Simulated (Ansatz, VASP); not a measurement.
**BaHfO3: VASP beside Ansatz**

POSCAR

```
BaHfO3
1.0
    4.0099764200      0.0000000000      0.0000000000
    0.0000000000      4.0099764200      0.0000000000
    0.0000000000      0.0000000000      4.0099764200
Ba Hf O
1 1 3
Direct
    0.0000000000      0.0000000000      0.0000000000
    0.5000000000      0.5000000000      0.5000000000
    0.5000000000      0.5000000000      0.0000000000
    0.5000000000      0.0000000000      0.5000000000
    0.0000000000      0.5000000000      0.5000000000
```

The input INCAR.step1:

```
SYSTEM = BaHfO3
ALGO = Normal
EDIFF = 1E-4
ENCUT = 520
GGA = PE
GGA_COMPAT = .FALSE.
ISMEAR = 0
LASPH = .TRUE.
LCHARG = .FALSE.
LMAXMIX = 4
LNONCOLLINEAR = .TRUE.
LREAL = .FALSE.
LSORBIT = .TRUE.
LWAVE = .TRUE.
MAGMOM = 0 0 0 0 0 0 0 0 0 0 0 0 0 0 0
NBANDS = 53
NELM = 150
PREC = Accurate
SIGMA = 0.01
```

File INCAR.step2:

```
SYSTEM = BaHfO3
ALGO = Normal
EDIFF = 1E-6
ENCUT = 520
GGA_COMPAT = .FALSE.
ISIF = 2
ISMEAR = 0
ISTART = 1
LASPH = .TRUE.
LCHARG = .FALSE.
LMAXMIX = 4
LMIXTAU = .TRUE.
LNONCOLLINEAR = .TRUE.
LORBIT = 11
LORBMOM = .TRUE.
LREAL = .FALSE.
LSORBIT = .TRUE.
LWAVE = .FALSE.
MAGMOM = 0 0 0 0 0 0 0 0 0 0 0 0 0 0 0
METAGGA = R2SCAN
NBANDS = 53
NELM = 150
PREC = Accurate
SIGMA = 0.01
```

File KPOINTS:

```
k-points
0
G
  6 6 6
  0 0 0
```

Input for Ansatz:

```yaml
crystal:
  lattice:
    - [4.00997642, 0.0, 0.0]
    - [0.0, 4.00997642, 0.0]
    - [0.0, 0.0, 4.00997642]
  atoms:
    - { symbol: Ba, position: [0.0, 0.0, 0.0] }
    - { symbol: Hf, position: [0.5, 0.5, 0.5] }
    - { symbol: O, position: [0.5, 0.5, 0.0] }
    - { symbol: O, position: [0.5, 0.0, 0.5] }
    - { symbol: O, position: [0.0, 0.5, 0.5] }
kpoints:
  mp_grid: { grid: [6, 6, 6] }
  band_path:
    path: [[0.0, 0.0, 0.0], [0.0, 0.5, 0.0], [0.5, 0.5, 0.0], [0.5, 0.5, 0.5]]
    npoints: 1
hamiltonian:
  xc: r2scan
scf:
  occupations: { method: fixed }
  n_extra_bands: 10
magnetization:
  noncollinear: true
  spin_orbit: true
output:
  forces: true
  stress: true
  eigenvalues: true
```

Change from the starting cell: hydrostatic strain -4.0%.

Alike in both runs: task single point; functional r2SCAN; k mesh 6 × 6 × 6; non-collinear spin, spin-orbit coupling.

|  | VASP | Ansatz |
| --- | --- | --- |
| version | VASP 6.6.1 | Ansatz 0.2.0 |
| potentials or method | VASP PAW PBE potentials, release 64 (Ba_sv, Hf_pv, O) | plane waves, PAW |
| plane-wave cutoff (eV) | 520 | 500 |
| occupations | gaussian, width 0.01 eV | fixed |
| valence electrons in the cell | 38 | 54 |

|  | VASP | Ansatz | Ansatz less VASP |
| --- | --- | --- | --- |
| pressure (GPa) | 27.0 | 27.1 | +0.06 |
| net moment per atom (μB) | 0.00 | 0.00 | 0.000 |

VASP's potentials were made for PBE, not for r2SCAN. VASP's potentials hold 38 valence electrons a cell and Ansatz's 54, so a difference there can come from the potentials and not from the codes.
